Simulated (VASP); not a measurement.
# CuI in VASP: further runs

Runs on CuI. Level: PBEsol. Tasks: single point, relaxation of the atoms.

Program: VASP 6.6.1. These are calculated values, not measurements. Logs are shortened: lines on timing, memory, paths and dates and some standing lists are left out, and cuts for length are marked.

## Step 1: The cell of the first run

Symmetry: Pmmn, No. 59, orthorhombic system. Conventional cell: a = 3.962 Å, b = 4.162 Å, c = 6.416 Å, α = 90.00°, β = 90.00°, γ = 90.00°. Within 3.4 Å of Cu (site symmetry mm2) lie 4 I at 2.61 to 2.66 Å and 4 Cu at 2.87 Å. Within 3.4 Å of I (site symmetry mm2) lie 4 Cu at 2.61 to 2.66 Å.

## Step 2: Single point, PBEsol (uniaxial strain along a: +4.0 %)

INCAR

```
SYSTEM = CuI
PREC     = Accurate       ! precision mode
ENCUT    = 520            ! plane-wave cutoff, eV
EDIFF    = 1E-6           ! SCF threshold, eV
ISMEAR   = 0              ! smearing method
SIGMA    = 0.02           ! smearing width, eV
LREAL    = .FALSE.        ! projectors in reciprocal space
LASPH    = .TRUE.         ! aspherical terms in the spheres
NELM     = 100            ! most SCF steps
ALGO     = Normal         ! electronic algorithm
ISIF     = 2              ! what is computed and relaxed
LWAVE    = .FALSE.        ! write WAVECAR
LCHARG   = .FALSE.        ! write CHGCAR
GGA      = PS             ! functional
NBANDS   = 26             ! bands
```

KPOINTS

```
Automatic mesh
0
G
  8 8 4
  0 0 0
```

POSCAR

```
CuI
1.0
    4.1620608652      0.0000000000      0.0000000000
    0.0000000000      3.9619617851      0.0000000000
    0.0000000000      0.0000000000      6.4157155489
Cu I
2 2
Direct
    0.5000000000      0.5000000000     -0.0029259991
    0.0000000000      0.0000000000      0.0029259991
    0.5000000000      0.0000000000      0.2612475147
    0.0000000000      0.5000000000      0.7387524853
```

Potentials or basis: VASP PAW PBE potentials, release 64 (Cu, I).

The run is started by

```console
$ cat potpaw_PBE.64/Cu/POTCAR potpaw_PBE.64/I/POTCAR > POTCAR
$ mpirun -np 1 vasp_std > vasp.out
```

OUTCAR:

```text
SYSTEM = CuI
   PREC = Accurate
   ENCUT = 520
   EDIFF = 1E-6
   ISMEAR = 0
   LREAL = .FALSE.
   LASPH = .TRUE.
   NELM = 100
   ISIF = 2
   GGA = PS

 ion  position               nearest neighbor table
   1  0.500  0.500  0.997-   3 2.61   3 2.61   4 2.66   4 2.66
   2  0.000  0.000  0.003-   4 2.61   4 2.61   3 2.66   3 2.66
   3  0.500  0.000  0.261-   1 2.61   1 2.61   2 2.66   2 2.66
   4  0.000  0.500  0.739-   2 2.61   2 2.61   1 2.66   1 2.66

  LATTYP: Found a simple orthorhombic cell.
 ALAT       =     3.9619617851
 B/A-ratio  =     1.0505050505
 C/A-ratio  =     1.6193279736

  Lattice vectors:

 A1 = (   0.0000000000,  -3.9619617851,   0.0000000000)
 A2 = (   4.1620608652,   0.0000000000,   0.0000000000)
 A3 = (   0.0000000000,   0.0000000000,   6.4157155489)

Analysis of symmetry for initial positions (statically):
=====================================================================
 Subroutine PRICEL returns:
 Original cell was already a primitive cell.

 Routine SETGRP: Setting up the symmetry group for a
 simple orthorhombic supercell.

 Subroutine GETGRP returns: Found  8 space group operations
 (whereof  4 operations were pure point group operations)
 out of a pool of  8 trial point group operations.

The static configuration has the point symmetry C_2v.
 The point group associated with its full space group is D_2h.

Analysis of symmetry for dynamics (positions and initial velocities):
=====================================================================
 Subroutine PRICEL returns:
 Original cell was already a primitive cell.

 Routine SETGRP: Setting up the symmetry group for a
 simple orthorhombic supercell.

 Subroutine GETGRP returns: Found  8 space group operations
 (whereof  4 operations were pure point group operations)
 out of a pool of  8 trial point group operations.

The dynamic configuration has the point symmetry C_2v.
 The point group associated with its full space group is D_2h.

 Subroutine INISYM returns: Found  8 space group operations
 (whereof  4 operations are pure point group operations),
 and found     1 'primitive' translations

----------------------------------------------------------------------------------------

                                     Primitive cell

  volume of cell :     105.7947

  direct lattice vectors                    reciprocal lattice vectors
     4.162060865  0.000000000  0.000000000     0.240265588  0.000000000  0.000000000
     0.000000000  3.961961785  0.000000000     0.000000000  0.252400213  0.000000000
     0.000000000  0.000000000  6.415715549     0.000000000  0.000000000  0.155867259

  length of vectors
     4.162060865  3.961961785  6.415715549     0.240265588  0.252400213  0.155867259

  position of ions in fractional coordinates (direct lattice)
     0.500000000  0.500000000  0.997074001
     0.000000000  0.000000000  0.002925999
     0.500000000  0.000000000  0.261247515
     0.000000000  0.500000000  0.738752485

  ion indices of the primitive-cell ions
   primitive index   ion index
                 1           1
                 2           2
                 3           3
                 4           4

----------------------------------------------------------------------------------------

 KPOINTS: Automatic mesh

Automatic generation of k-mesh.
 Grid dimensions read from file:
 generate k-points for:    8    8    4

 Generating k-lattice:

  Cartesian coordinates                     Fractional coordinates (reciprocal lattice)
     0.030033198  0.000000000  0.000000000     0.125000000  0.000000000  0.000000000
     0.000000000  0.031550027  0.000000000     0.000000000  0.125000000  0.000000000
     0.000000000  0.000000000  0.038966815     0.000000000  0.000000000  0.250000000

  Length of vectors
     0.030033198  0.031550027  0.038966815

  Shift w.r.t. Gamma in fractional coordinates (k-lattice)
     0.000000000  0.000000000  0.000000000

 Subroutine IBZKPT returns following result:
 ===========================================

 Found     75 irreducible k-points:

 Following reciprocal coordinates:
            Coordinates               Weight
  0.000000  0.000000  0.000000      1.000000
  0.125000  0.000000  0.000000      2.000000
  0.250000  0.000000  0.000000      2.000000
  0.375000  0.000000  0.000000      2.000000
  0.500000  0.000000  0.000000      1.000000
  0.000000  0.125000  0.000000      2.000000
[... 16 lines left out ...]
  0.250000  0.500000  0.000000      2.000000
  0.375000  0.500000  0.000000      2.000000
 [... further k-points ...]
   k-points           NKPTS =     75   k-points in BZ     NKDIM =     75   number of bands    NBANDS=     26
   number of dos      NEDOS =    301   number of ions     NIONS =      4
   total plane-waves  NPLWV =  46080
   dimension x,y,z NGX =    32 NGY =   30 NGZ =   48
   dimension x,y,z NGXF=    64 NGYF=   60 NGZF=   96
   ions per type =               2   2
[... 37 lines left out ...]
   GGA     = PS    functional components
   LHFCALC =     F    Hartree Fock is set to
   AEXX    =    0.0000 exact exchange contribution
   IVDW    =     0    specifies the selected vdW correction
   LEPSILON=     F    determine dielectric tensor
   LRPA    =     F    only Hartree local field effects (RPA)
 non-spin polarized calculation
 Gauss-broadening in eV      SIGMA  =   0.02
  energy-cutoff  :      520.00
  volume of cell :      105.79
 maximum number of plane-waves:      2880
 NGX is ok and might be reduce to    32
   NGX = 15   NGY = 15   NGZ = 23

 number of electron      36.0000022 magnetization

 Free energy of the ion-electron system (eV)
  ---------------------------------------------------
  ext. energy  EPLUGINS =         0.00000000
  ---------------------------------------------------
  free energy    TOTEN  =       -12.61555027 eV

  energy without entropy =      -12.61555027  energy(sigma->0) =      -12.61555027

 E-fermi :   4.8454     XC(G=0):  -9.3514

 val. band max:        4.7595080399   @ k =   0.0000   0.0000   0.0000
 cond. band min:       6.1664191653   @ k =   0.0000   0.0000   0.0000
 fundamental gap:      1.4069111254
 Fermi energy:         4.8454320010

 k-point     1 :       0.0000    0.0000    0.0000
  band No.  band energies     occupation
      1      -9.4101      2.00000
      2      -8.6513      2.00000
      3      -1.3103      2.00000
      4       0.8005      2.00000
      5       0.9171      2.00000
      6       1.0658      2.00000
[... 18 lines left out ...]
     25      13.1795      0.00000
     26      13.2439      0.00000

 k-point     2 :       0.1250    0.0000    0.0000
  band No.  band energies     occupation
      1      -9.3538      2.00000
      2      -8.6441      2.00000
      3      -1.2116      2.00000
      4       0.7363      2.00000
      5       0.7431      2.00000
      6       0.9281      2.00000
[... 18 lines left out ...]
     25      13.1148      0.00000
     26      13.5089      0.00000

 k-point     3 :       0.2500    0.0000    0.0000
  band No.  band energies     occupation
      1      -9.2004      2.00000
      2      -8.6400      2.00000
      3      -0.9409      2.00000
      4       0.1571      2.00000
      5       0.3307      2.00000
      6       0.8350      2.00000
[... 18 lines left out ...]
     25      12.1612      0.00000
     26      12.8239      0.00000

 k-point     4 :       0.3750    0.0000    0.0000
  band No.  band energies     occupation
      1      -8.9951      2.00000
      2      -8.6815      2.00000
      3      -0.6469      2.00000
      4      -0.3750      2.00000
      5       0.0408      2.00000
      6       0.6623      2.00000
[... 18 lines left out ...]
     25      11.5353      0.00000
     26      12.0024      0.00000
[... 496 lines left out ...]
      1      -8.6619      2.00000
      2      -8.6619      2.00000
      3      -0.6685      2.00000
      4      -0.6685      2.00000
      5       0.3987      2.00000
      6       0.3987      2.00000
[... 18 lines left out ...]
     25      12.4161      0.00000
     26      12.4161      0.00000

 k-point    23 :       0.2500    0.5000    0.0000
  band No.  band energies     occupation
      1      -8.5782      2.00000
      2      -8.5782      2.00000
      3      -0.7618      2.00000
      4      -0.7618      2.00000
      5       0.5677      2.00000
      6       0.5677      2.00000
[... 18 lines left out ...]
     25      12.9658      0.00000
     26      12.9658      0.00000

 k-point    24 :       0.3750    0.5000    0.0000
  band No.  band energies     occupation
      1      -8.4902      2.00000
      2      -8.4902      2.00000
      3      -0.9259      2.00000
      4      -0.9259      2.00000
      5       0.7711      2.00000
      6       0.7711      2.00000
[... 18 lines left out ...]
     25      13.4808      0.00000
     26      13.4808      0.00000

 [... further k-points ...]

------------------------ aborting loop because EDIFF is reached ----------------------------------------

  FORCE on cell =-STRESS in cart. coord.  units (eV):
  Direction    XX          YY          ZZ          XY          YZ          ZX
  --------------------------------------------------------------------------------------
  -------------------------------------------------------------------------------------
  Total       -1.5998741      0.6522329     -0.1891358      0.0000000      0.0000000      0.0000000
  in kB      -24.2288378      9.8775548     -2.8643140      0.0000000      0.0000000      0.0000000
  external PRESSURE =      -5.7385323 kB  Pullay stress =       0.0000000 kB

 VOLUME and BASIS-vectors are now :
 -----------------------------------------------------------------------------
  energy-cutoff  :      520.00
  volume of cell :      105.79
      direct lattice vectors                 reciprocal lattice vectors
     4.162060865  0.000000000  0.000000000     0.240265588  0.000000000  0.000000000
     0.000000000  3.961961785  0.000000000     0.000000000  0.252400213  0.000000000
     0.000000000  0.000000000  6.415715549     0.000000000  0.000000000  0.155867259

 POSITION                                       TOTAL-FORCE (eV/Angst)
 -----------------------------------------------------------------------------------
      2.08103      1.98098      6.39694         0.000000      0.000000     -0.094475
      0.00000      0.00000      0.01877         0.000000      0.000000      0.094475
      2.08103      0.00000      1.67609         0.000000      0.000000     -0.057751
      0.00000      1.98098      4.73963         0.000000      0.000000      0.057751
 -----------------------------------------------------------------------------------
    total drift:                                0.000000     -0.000000     -0.000000

  FREE ENERGIE OF THE ION-ELECTRON SYSTEM (eV)
  ---------------------------------------------------
  free  energy   TOTEN  =       -12.6155502672 eV

  energy  without entropy=      -12.6155502672  energy(sigma->0) =      -12.61555027
```

Run time: 2.8 min. Hardware: 1 thread of AMD EPYC 7R13, shared host; peak memory 0.33 GiB.

What came out:

- Free energy: -12.6156 eV
- Pressure: -0.6 GPa
- Largest force: 0.094 eV/Å
- Band gap on the k mesh: 1.41 eV, direct

Forces in eV/Å, atoms in the order of the input:
```
Cu   0.000  0.000 -0.094
Cu   0.000  0.000  0.094
I    0.000  0.000 -0.058
I    0.000  0.000  0.058
```

Caveat: the cell differs from its parent crystal (uniaxial strain along a: +4.0 %); the PAW data sets were made with another functional, which shifts forces and pressure a little; spin-orbit coupling is left out, which moves the levels of the heavy elements; this functional lacks dispersion, which binds the layers, so the pressure and a relaxed spacing across them are unreliable. A k mesh can miss the band edges.

## Step 3: Single point, PBEsol (uniaxial strain along a: +6.0 %, then relaxed in part)

INCAR

```
PREC = Accurate ; ENCUT = 520
EDIFF = 1E-7 ; ISMEAR = 0
SIGMA = 0.02 ; LREAL = F
LASPH = T ; NELM = 80
ALGO = Normal ; ISIF = 2
LWAVE = F ; LCHARG = F
GGA = PS ; NBANDS = 26
```

KPOINTS

```
regular mesh
0
Gamma
  8 8 4
```

POSCAR

```
CuI
1.0
    4.2421004972      0.0000000000      0.0000000000
    0.0000000000      4.0337365276      0.0000000000
    0.0000000000      0.0000000000      6.2189040657
Cu I
2 2
Direct
    0.5000000000      0.5000000000     -0.0080996165
    0.0000000000      0.0000000000      0.0080996165
    0.5000000000      0.0000000000      0.2609588202
    0.0000000000      0.5000000000      0.7390411798
```

Potentials or basis: VASP PAW PBE potentials, release 64 (Cu, I).

The run is started by

```console
$ cat potpaw_PBE.64/Cu/POTCAR potpaw_PBE.64/I/POTCAR > POTCAR
$ mpirun -np 1 vasp_std > vasp.out
```

Wall time 3 min (1 thread of AMD EPYC 7R13, shared host); peak memory 0.33 GiB.

It converged, with:

```yaml
Free_energy: -12.5945 eV
Pressure: -0.8 GPa
Largest_force: 0.021 eV/Å
Band_gap_on_the_k_mesh: 1.44 eV, direct
```

Forces in eV/Å, atoms in the order of the input:
```
Cu   0.000  0.000 -0.002
Cu   0.000  0.000  0.002
I    0.000  0.000  0.021
I    0.000  0.000 -0.021
```

Stress tensor (GPa, compression positive):
```
-2.71  0.00  0.00
 0.00  0.10  0.00
 0.00  0.00  0.09
```

Levels at points of the mesh, in eV from the valence-band top:
```
           k point  band 16  band 17  band 18  band 19  band 20  band 21
(0.00, 0.00, 0.00)    -0.74    -0.11     0.00     1.44     2.38     3.21
(0.50, 0.00, 0.00)    -1.26    -0.56    -0.56     3.72     3.72     4.94
(0.00, 0.50, 0.00)    -1.14    -0.66    -0.66     3.33     3.33     4.72
(0.50, 0.50, 0.00)    -1.76    -1.25    -1.25     2.55     2.55     2.66
(0.00, 0.00, 0.50)    -1.26    -0.50    -0.34     2.66     3.29     3.44
(0.50, 0.00, 0.50)    -0.82    -0.52    -0.52     2.31     2.31     5.18
(0.00, 0.50, 0.50)    -0.73    -0.62    -0.62     2.07     2.07     4.92
(0.50, 0.50, 0.50)    -1.83    -1.18    -1.18     4.16     4.16     4.27
```

Caveat: the cell differs from its parent crystal (uniaxial strain along a: +6.0 %, then relaxed in part); the PAW data sets were made with another functional, which shifts forces and pressure a little; spin-orbit coupling is left out, which moves the levels of the heavy elements; this functional lacks dispersion, which binds the layers, so the pressure and a relaxed spacing across them are unreliable.

## Step 4: Single point, PBEsol

This run uses another cell than the first one, of 26.60 Å³/atom, 1.006 times its volume.

INCAR

```
SYSTEM = CuI
PREC = Accurate
ENCUT = 520
EDIFF = 1E-6
ISMEAR = 0
SIGMA = 0.02
LREAL = .FALSE.
LASPH = .TRUE.
NELM = 60
ALGO = Normal
ISIF = 2
LWAVE = .FALSE.
LCHARG = .FALSE.
GGA = PS
NBANDS = 26
```

KPOINTS

```
regular mesh
0
G
  8 8 4
  0 0 0
```

POSCAR is that of step 3.

The run is started by

```console
$ cat potpaw_PBE.64/Cu/POTCAR potpaw_PBE.64/I/POTCAR > POTCAR
$ mpirun -np 1 vasp_std > vasp.out
```

Wall time 2.7 min (1 thread of AMD EPYC 7R13, shared host); peak memory 0.33 GiB.

The run converged. Its results:

| Item | Value |
| --- | --- |
| Free energy | -12.5945 eV |
| Pressure | -0.8 GPa |
| Largest force | 0.020 eV/Å |
| Band gap on the k mesh | 1.44 eV, direct |

Forces in eV/Å, atoms in the order of the input:
```
Cu   0.000  0.000 -0.002
Cu   0.000  0.000  0.002
I    0.000  0.000  0.020
I    0.000  0.000 -0.020
```

Stress tensor (GPa, compression positive):
```
-2.69  0.00  0.00
 0.00  0.13  0.00
 0.00  0.00  0.12
```

Levels at points of the mesh, in eV from the valence-band top:
```
           k point  band 15  band 16  band 17  band 18  band 19  band 20  band 21  band 22
(0.00, 0.00, 0.00)    -1.34    -0.74    -0.11     0.00     1.44     2.38     3.21     4.51
(0.50, 0.00, 0.00)    -1.26    -1.26    -0.56    -0.56     3.72     3.72     4.94     4.94
(0.00, 0.50, 0.00)    -1.14    -1.14    -0.66    -0.66     3.33     3.33     4.72     4.72
(0.50, 0.50, 0.00)    -1.76    -1.76    -1.25    -1.25     2.55     2.55     2.66     2.66
(0.00, 0.00, 0.50)    -1.34    -1.26    -0.50    -0.34     2.66     3.29     3.44     4.11
(0.50, 0.00, 0.50)    -0.82    -0.82    -0.52    -0.52     2.31     2.31     5.18     5.18
(0.00, 0.50, 0.50)    -0.73    -0.73    -0.62    -0.62     2.07     2.07     4.92     4.92
(0.50, 0.50, 0.50)    -1.83    -1.83    -1.18    -1.18     4.16     4.16     4.27     4.27
```

Caveat: the PAW data sets were made with another functional, which shifts forces and pressure a little; spin-orbit coupling is left out, which moves the levels of the heavy elements; this functional lacks dispersion, which binds the layers, so the pressure and a relaxed spacing across them are unreliable. A k mesh can miss the band edges.

## Step 5: Relaxation of the atoms, PBEsol (equal strain along all axes, cell held: -6.0 %)

INCAR

```
PREC = Accurate
ENCUT = 520
EDIFF = 1E-6
ISMEAR = 0
SIGMA = 0.02
LREAL = False
LASPH = True
NELM = 80
ALGO = Normal
ISIF = 2
LWAVE = False
LCHARG = False
GGA = PS
IBRION = 2
NSW = 60
EDIFFG = -0.008
```

KPOINTS

```
regular mesh
0
Gamma
  8 8 4
```

POSCAR

```
CuI
1.0
    3.7618628622      0.0000000000      0.0000000000
    0.0000000000      3.7618628622      0.0000000000
    0.0000000000      0.0000000000      6.0916898528
Cu I
2 2
Direct
    0.5000000000      0.5000000000      0.0000000000
    0.0000000000      0.0000000000      0.0000000000
    0.5000000000      0.0000000000      0.2823480172
    0.0000000000      0.5000000000      0.7176519828
```

The run is started by

```console
$ cat potpaw_PBE.64/Cu/POTCAR potpaw_PBE.64/I/POTCAR > POTCAR
$ mpirun -np 1 vasp_std > vasp.out
```

Run time: 2.5 min. Hardware: 1 thread of Intel Xeon 6975P-C, shared host; peak memory 0.24 GiB.

The run converged. Its results:

```
Free energy               : -12.3587 eV
Energy gained by relaxing : 10.3 meV/atom
Ionic steps               : 3
Pressure after relaxing   : 6.6 GPa
Band gap on the k mesh    : 1.46 eV, direct
```

Stress tensor (GPa, compression positive):
```
7.41 0.00 0.00
0.00 7.41 0.00
0.00 0.00 4.93
```

The path:
| step | energy change (eV) | largest force (eV/Å) | pressure (GPa) |
| --- | --- | --- | --- |
| 1 | 0.0000 | 0.7015 | 8.96 |
| 2 | -0.0336 | 0.2956 | 7.51 |
| 3 | -0.0412 | 0.0020 | 6.58 |

Final structure:
```
CELL_PARAMETERS angstrom
3.76186 0.00000 0.00000
0.00000 3.76186 0.00000
0.00000 0.00000 6.09169
ATOMIC_POSITIONS crystal
Cu 0.50000 0.50000 0.00000
Cu 0.00000 0.00000 0.00000
I 0.50000 0.00000 0.29216
I 0.00000 0.50000 0.70784
```

Levels at points of the mesh, in eV from the valence-band top:
```tsv
k point	band 16	band 17	band 18	band 19	band 20	band 21
(0.00, 0.00, 0.00)	-1.67	0.00	0.00	1.46	3.32	3.48
(0.50, 0.00, 0.00)	-2.00	-0.75	-0.75	3.87	3.87	4.54
(0.50, 0.50, 0.00)	-2.36	-1.73	-1.73	1.76	1.76	1.79
(0.00, 0.00, 0.50)	-1.67	-0.95	-0.95	3.64	3.79	3.81
(0.50, 0.00, 0.50)	-1.21	-0.69	-0.69	1.50	1.50	5.25
(0.50, 0.50, 0.50)	-2.36	-1.39	-1.39	3.74	3.74	4.18
```

Caveat: the cell differs from its parent crystal (equal strain along all axes, cell held: -6.0 %); the PAW data sets were made with another functional, which shifts forces and pressure a little; spin-orbit coupling is left out, which moves the levels of the heavy elements. A k mesh can miss the band edges.

## Step 6: The runs side by side

```csv
task,cell,gap on the mesh (eV),pressure (GPa),largest force (eV/Å)
single point,"a = 4.162, b = 3.962, c = 6.416 Å, 4 atoms",1.41,-0.6,0.09
single point,"a = 4.242, b = 4.034, c = 6.219 Å, 4 atoms",1.44,-0.8,0.02
relaxation of the atoms,"atoms relaxed from a = 3.762, b = 3.762, c = 6.092 Å, 4 atoms",1.46,6.6,-
```

Alike in all rows: level PBEsol; potentials or basis VASP PAW PBE potentials, release 64 (Cu, I); no spin polarisation; k mesh 8 × 8 × 4; cutoff (eV) 520; smearing gaussian 0.02 eV.

Caveats: the PAW data sets were made with another functional, which shifts forces and pressure a little; spin-orbit coupling is left out, which moves the levels of the heavy elements; this functional lacks dispersion, which binds the layers, so the pressure and a relaxed spacing across them are unreliable (some runs).

Total energies depend on the potentials used, so only differences within one code and one set of settings carry meaning.
